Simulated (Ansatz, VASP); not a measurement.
Two plane-wave programs on Tl

```
Tl
1.0
    -1.97283    1.97283    1.97283
     1.97283   -1.97283    1.97283
     1.97283    1.97283   -1.97283
Tl
1
Cartesian
  0.0000 0.0000 0.0000
```

Change from the starting cell: volume scaled by 1.05, PAW files.

Alike in both runs: task electric field gradients; functional PBE; k mesh 13 × 13 × 13; occupations fermi-dirac, width 0.05 eV; no spin polarisation.

|  | VASP | Ansatz |
| --- | --- | --- |
| version | VASP 6.6.1 | Ansatz 0.2.0 |
| potentials or method | VASP PAW PBE potentials, release 64 (Tl_d) | PAW with Ansatz's default frozen-core files, scalar-relativistic |
| plane-wave cutoff (eV) | 520 | 420 |
| valence electrons in the cell | 13 | 13 |

```csv
,VASP,Ansatz,Ansatz less VASP
pressure (GPa),0.6,0.7,+0.06
```

Spin-orbit coupling is off throughout.
